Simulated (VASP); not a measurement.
# SiO2 (P4_2/mnm) in VASP: single point with PBE0

Aim: the single point of SiO2 with PBE0.

Program: VASP 6.6.1. These are calculated values, not measurements. Logs are shortened: lines on timing, memory, paths and dates and some standing lists are left out, and cuts for length are marked.

**1. The cell of the first run**

The structure is tetragonal, space group P4_2/mnm (No. 136). Conventional cell: a = 4.185 Å, b = 4.185 Å, c = 2.669 Å, α = 90.00°, β = 90.00°, γ = 90.00°. Within 2.3 Å of Si (site symmetry mmm) lie 6 O at 1.76 to 1.81 Å. O (site symmetry m2m) has 3 Si at 1.76 to 1.81 Å and 1 O at 2.30 Å within 2.3 Å.

**2. Single point, PBE0**

Input file POSCAR:

```
SiO2
1.0
    4.1851894797      0.0000000000      0.0000000000
    0.0000000000      4.1851894797      0.0000000000
    0.0000000000      0.0000000000      2.6688395709
Si O
2 4
Direct
    0.0000000000      0.0000000000      0.0000000000
    0.5000000000      0.5000000000      0.5000000000
    0.3061010388      0.3061010388      0.0000000000
    0.1938989612      0.8061010388      0.5000000000
    0.6938989612      0.6938989612      0.0000000000
    0.8061010388      0.1938989612      0.5000000000
```

Input file INCAR.step1:

```
SYSTEM = SiO2
PREC = Accurate ; ENCUT = 520
EDIFF = 1E-5 ; ISMEAR = 0
SIGMA = 0.01 ; LREAL = .False.
LASPH = .True. ; NELM = 60
ALGO = Normal ; ISIF = 2
LWAVE = .True. ; LCHARG = .False.
GGA = PE ; NBANDS = 25
KPAR = 4
```

Input file INCAR.step2:

```
SYSTEM = SiO2
PREC = Accurate ; ENCUT = 520
EDIFF = 1E-7 ; ISMEAR = 0
SIGMA = 0.01 ; LREAL = .False.
LASPH = .True. ; NELM = 60
ALGO = Normal ; ISIF = 2
LWAVE = .False. ; LCHARG = .False.
GGA = PE ; LHFCALC = .True.
AEXX = 0.25 ; PRECFOCK = Fast
ISTART = 1 ; NBANDS = 25
KPAR = 4
```

Input file KPOINTS:

```
Automatic mesh
0
Gamma
  4 4 6
  0 0 0
```

Potentials or basis: VASP PAW PBE potentials, release 64 (Si, O).

The run is started by

```bash
cat potpaw_PBE.64/Si/POTCAR potpaw_PBE.64/O/POTCAR > POTCAR
cp INCAR.step1 INCAR
mpirun -np 4 vasp_std > vasp.out
cp INCAR.step2 INCAR
mpirun -np 4 vasp_std > vasp.out
```

OUTCAR:

```text
SYSTEM = SiO2
   PREC = Accurate
   ENCUT = 520
   EDIFF = 1E-7
   ISMEAR = 0
   LREAL = .False.
   LASPH = .True.
   NELM = 60
   ISIF = 2
   GGA = PE
   LHFCALC = .True.
   AEXX = 0.25
   PRECFOCK = Fast
   ISTART = 1

 ion  position               nearest neighbor table
   1  0.000  0.000  0.000-   4 1.76   6 1.76   4 1.76   6 1.76   5 1.81   3 1.81
   2  0.500  0.500  0.500-   3 1.76   5 1.76   3 1.76   5 1.76   4 1.81   6 1.81
   3  0.306  0.306  0.000-   2 1.76   2 1.76   1 1.81
   4  0.194  0.806  0.500-   1 1.76   1 1.76   2 1.81
   5  0.694  0.694  0.000-   2 1.76   2 1.76   1 1.81
   6  0.806  0.194  0.500-   1 1.76   1 1.76   2 1.81

  LATTYP: Found a simple tetragonal cell.
 ALAT       =     4.1851894797
 C/A-ratio  =     0.6376866768

  Lattice vectors:

 A1 = (   4.1851894797,   0.0000000000,   0.0000000000)
 A2 = (   0.0000000000,   4.1851894797,   0.0000000000)
 A3 = (   0.0000000000,   0.0000000000,   2.6688395709)

Analysis of symmetry for initial positions (statically):
=====================================================================
 Subroutine PRICEL returns:
 Original cell was already a primitive cell.

 Routine SETGRP: Setting up the symmetry group for a
 simple tetragonal supercell.

 Subroutine GETGRP returns: Found 16 space group operations
 (whereof  8 operations were pure point group operations)
 out of a pool of 16 trial point group operations.

The static configuration has the point symmetry D_2h.
 The point group associated with its full space group is D_4h.

Analysis of symmetry for dynamics (positions and initial velocities):
=====================================================================
 Subroutine PRICEL returns:
 Original cell was already a primitive cell.

 Routine SETGRP: Setting up the symmetry group for a
 simple tetragonal supercell.

 Subroutine GETGRP returns: Found 16 space group operations
 (whereof  8 operations were pure point group operations)
 out of a pool of 16 trial point group operations.

The dynamic configuration has the point symmetry D_2h.
 The point group associated with its full space group is D_4h.

 Subroutine INISYM returns: Found 16 space group operations
 (whereof  8 operations are pure point group operations),
 and found     1 'primitive' translations

----------------------------------------------------------------------------------------

                                     Primitive cell

  volume of cell :      46.7469

  direct lattice vectors                    reciprocal lattice vectors
     4.185189480  0.000000000  0.000000000     0.238937808  0.000000000  0.000000000
     0.000000000  4.185189480  0.000000000     0.000000000  0.238937808  0.000000000
     0.000000000  0.000000000  2.668839571     0.000000000  0.000000000  0.374694684

  length of vectors
     4.185189480  4.185189480  2.668839571     0.238937808  0.238937808  0.374694684

  position of ions in fractional coordinates (direct lattice)
     0.000000000  0.000000000  0.000000000
     0.500000000  0.500000000  0.500000000
     0.306101039  0.306101039  0.000000000
     0.193898961  0.806101039  0.500000000
     0.693898961  0.693898961  0.000000000
     0.806101039  0.193898961  0.500000000

  ion indices of the primitive-cell ions
   primitive index   ion index
                 1           1
                 2           2
                 3           3
                 4           4
                 5           5
                 6           6

----------------------------------------------------------------------------------------

 KPOINTS: Automatic mesh

Automatic generation of k-mesh.
 Grid dimensions read from file:
 generate k-points for:    4    4    6

 Generating k-lattice:

  Cartesian coordinates                     Fractional coordinates (reciprocal lattice)
     0.059734452  0.000000000  0.000000000     0.250000000  0.000000000  0.000000000
     0.000000000  0.059734452  0.000000000     0.000000000  0.250000000  0.000000000
     0.000000000  0.000000000  0.062449114     0.000000000  0.000000000  0.166666667

  Length of vectors
     0.059734452  0.059734452  0.062449114

  Shift w.r.t. Gamma in fractional coordinates (k-lattice)
     0.000000000  0.000000000  0.000000000

 Subroutine IBZKPT returns following result:
 ===========================================

 Found     24 irreducible k-points:

 Following reciprocal coordinates:
            Coordinates               Weight
  0.000000  0.000000  0.000000      1.000000
  0.250000  0.000000  0.000000      4.000000
  0.500000  0.000000  0.000000      2.000000
  0.250000  0.250000  0.000000      4.000000
  0.500000  0.250000  0.000000      4.000000
  0.500000  0.500000  0.000000      1.000000
[... 16 lines left out ...]
  0.500000  0.250000  0.500000      4.000000
  0.500000  0.500000  0.500000      1.000000
   k-points           NKPTS =     24   k-points in BZ     NKDIM =     96   number of bands    NBANDS=     25
   number of dos      NEDOS =    301   number of ions     NIONS =      6
   total plane-waves  NPLWV =  20480
   dimension x,y,z NGX =    32 NGY =   32 NGZ =   20
   dimension x,y,z NGXF=    64 NGYF=   64 NGZF=   40
   ions per type =               2   4
   NGX,Y,Z   is equivalent  to a cutoff of  12.71, 12.71, 12.46 a.u.
   NGXF,Y,Z  is equivalent  to a cutoff of  25.42, 25.42, 24.92 a.u.
 SYSTEM =  SiO2
   PREC   = accura    normal or accurate (medium, high low for compatibility)
   ISTART =      1    job   : 0-new  1-cont  2-samecut
   ICHARG =      0    charge: 1-file 2-atom 10-const
   ISPIN  =      1    spin polarized calculation?
   LNONCOLLINEAR =      F non collinear calculations
   LSORBIT =      F    spin-orbit coupling
   LASPH  =      T    aspherical Exc in radial PAW
   ENCUT  =  520.0 eV  38.22 Ry    6.18 a.u.   7.78  7.78  4.96*2*pi/ulx,y,z
   NELM   =     60;   NELMIN=  2; NELMDL=  0     # of ELM steps
   EDIFF  = 0.1E-06   stopping-criterion for ELM
   LREAL  =      F    real-space projection
   EDIFFG = 0.1E-05   stopping-criterion for IOM
   NSW    =      0    number of steps for IOM
   IBRION =     -1    ionic relax: 0-MD 1-quasi-New 2-CG
   NFREE  =      0    steps in history (QN), initial steepest desc. (CG)
   ISIF   =      2    stress and relaxation
   ISYM   =      3    0-nonsym 1-usesym 2-fastsym
   POTIM  = 0.5000    time-step for ionic-motion
   TEBEG  =    0.0;   TEEND  =   0.0 temperature during run
   PSTRESS=    0.0 pullay stress
   NELECT =      32.0000    total number of electrons
   NUPDOWN=      -1.0000    fix difference up-down
   EMIN   =  10.00;   EMAX   =-10.00  energy-range for DOS
   EFERMI =   0.00;   METHOD = LEGACY
   ISMEAR =     0;   SIGMA  =   0.01  broadening in eV -4-tet -1-fermi 0-gaus
   EFERMI_NEDOS =   21; number of points for ismear=-14 and -15
   IALGO  =     38    algorithm
   IMIX   =      1    mixing-type and parameters
     AMIX     =   0.40;   BMIX     =  1.00
     AMIX_MAG =   1.60;   BMIX_MAG =  1.00
  volume/ion in A,a.u.               =       7.79        52.58
  Fermi-wavevector in a.u.,A,eV,Ry     =   1.442804  2.726504 28.323011  2.081683
  Thomas-Fermi vector in A             =   2.561283
   LORBIT       =      0    0 simple, 1 ext, 2 COOP (PROOUT), +10 PAW based schemes
   GGA     = PE    functional components
   LHFCALC =     T    Hartree Fock is set to
   PRECFOCK=fast      Normal, Fast or Accurate (Low or Medium for compatibility)
   ENCUT4O =  -1.0   cutoff for four orbital integrals eV
   NKREDX  =     1    reduce k-point grid by
   NKREDY  =     1    reduce k-point grid by
   NKREDZ  =     1    reduce k-point grid by
   AEXX    =    0.2500 exact exchange contribution
   HFSCREEN=    0.0000 screening length (either q_TF or 0.3 A-1)
   HFSCREENC=   0.0000 screening length for correlation (either q_TF or 0.3 A-1)
   ENCUTFOCK=  -1.0 apply spherical cutoff to Coloumb kernel
   IVDW    =     0    specifies the selected vdW correction
   LEPSILON=     F    determine dielectric tensor
   LRPA    =     F    only Hartree local field effects (RPA)
 non-spin polarized calculation
 Gauss-broadening in eV      SIGMA  =   0.01
  energy-cutoff  :      520.00
  volume of cell :       46.75
 maximum number of plane-waves:      1282
 NGX is ok and might be reduce to    32
  NGX = 18; NGY = 18; NGZ = 12

 number of electron      31.9999977 magnetization

 Free energy of the ion-electron system (eV)
  ---------------------------------------------------
  ext. energy  EPLUGINS =         0.00000000
  ---------------------------------------------------
  free energy    TOTEN  =       -60.52377129 eV

  energy without entropy =      -60.52377129  energy(sigma->0) =      -60.52377129

 E-fermi :   6.4983     XC(G=0):  -9.6146

 val. band max:        6.3897120868   @ k =   0.0000   0.0000   0.0000
 cond. band min:      14.8189036965   @ k =   0.0000   0.0000   0.0000
 fundamental gap:      8.4291916098
 Fermi energy:         6.4983038320

 k-point     1 :       0.0000    0.0000    0.0000
  band No.  band energies     occupation
      1     -17.8086      2.00000
      2     -14.0133      2.00000
      3     -14.0133      2.00000
      4     -13.7401      2.00000
      5      -5.0095      2.00000
      6      -0.2968      2.00000
[... 17 lines left out ...]
     24      24.0163      0.00000
     25      25.4409      0.00000

 k-point     2 :       0.2500    0.0000    0.0000
  band No.  band energies     occupation
      1     -17.4662      2.00000
      2     -15.1492      2.00000
      3     -13.8458      2.00000
      4     -13.3022      2.00000
      5      -4.5426      2.00000
      6      -1.6571      2.00000
[... 17 lines left out ...]
     24      23.1332      0.00000
     25      24.9976      0.00000

 k-point     3 :       0.5000    0.0000    0.0000
  band No.  band energies     occupation
      1     -16.5027      2.00000
      2     -16.5027      2.00000
      3     -13.4720      2.00000
      4     -13.4720      2.00000
      5      -3.3431      2.00000
      6      -3.3431      2.00000
[... 552 lines left out ...]
 k-point    23 :       0.5000    0.2500    0.5000
  band No.  band energies     occupation
      1     -14.6705      2.00000
      2     -14.6705      2.00000
      3     -13.4255      2.00000
      4     -13.4255      2.00000
      5      -4.3388      2.00000
      6      -4.3388      2.00000
[... 17 lines left out ...]
     24      23.0751      0.00000
     25      25.2432      0.00000

 k-point    24 :       0.5000    0.5000    0.5000
  band No.  band energies     occupation
      1     -14.6310      2.00000
      2     -14.6310      2.00000
      3     -13.3978      2.00000
      4     -13.3978      2.00000
      5      -4.8744      2.00000
      6      -4.8744      2.00000
[... 17 lines left out ...]
     24      23.3940      0.00000
     25      25.6289      0.00000

------------------------ aborting loop because EDIFF is reached ----------------------------------------

  FORCE on cell =-STRESS in cart. coord.  units (eV):
  Direction    XX          YY          ZZ          XY          YZ          ZX
  --------------------------------------------------------------------------------------
  -------------------------------------------------------------------------------------
  Total       -0.5574573     -0.5574573     -0.6287001     -0.0000000      0.0000000      0.0000000
  in kB      -19.1059867    -19.1059867    -21.5477245     -0.0000000      0.0000000      0.0000000
  external PRESSURE =     -19.9198993 kB  Pullay stress =       0.0000000 kB

 VOLUME and BASIS-vectors are now :
 -----------------------------------------------------------------------------
  energy-cutoff  :      520.00
  volume of cell :       46.75
      direct lattice vectors                 reciprocal lattice vectors
     4.185189480  0.000000000  0.000000000     0.238937808  0.000000000  0.000000000
     0.000000000  4.185189480  0.000000000     0.000000000  0.238937808  0.000000000
     0.000000000  0.000000000  2.668839571     0.000000000  0.000000000  0.374694684

 POSITION                                       TOTAL-FORCE (eV/Angst)
 -----------------------------------------------------------------------------------
      0.00000      0.00000      0.00000         0.000000      0.000000      0.000000
      2.09259      2.09259      1.33442         0.000000      0.000000      0.000000
      1.28109      1.28109      0.00000         0.032439      0.032439      0.000000
      0.81150      3.37369      1.33442        -0.032439      0.032439      0.000000
      2.90410      2.90410      0.00000        -0.032439     -0.032439      0.000000
      3.37369      0.81150      1.33442         0.032439     -0.032439      0.000000
 -----------------------------------------------------------------------------------
    total drift:                                0.000002      0.000002     -0.000000

  FREE ENERGIE OF THE ION-ELECTRON SYSTEM (eV)
  ---------------------------------------------------
  free  energy   TOTEN  =       -60.5237712914 eV

  energy  without entropy=      -60.5237712914  energy(sigma->0) =      -60.52377129
```

Wall time 15 min (4 MPI ranks of Oxide Virtual Turin-like, shared host); peak memory 0.15 GiB.

What came out:

```
Free energy            : -60.5238 eV
Pressure               : -2.0 GPa
Largest force          : 0.046 eV/Å
Band gap on the k mesh : 8.43 eV
```

Forces in eV/Å, atoms in the order of the input:
```
Si   0.000  0.000  0.000
Si   0.000  0.000  0.000
O    0.032  0.032  0.000
O   -0.032  0.032  0.000
O   -0.032 -0.032  0.000
O    0.032 -0.032  0.000
```

Stress tensor (GPa, compression positive):
```
-1.91  0.00  0.00
 0.00 -1.91  0.00
 0.00  0.00 -2.15
```

Caveat: the PAW data sets were made with another functional, which shifts forces and pressure a little.
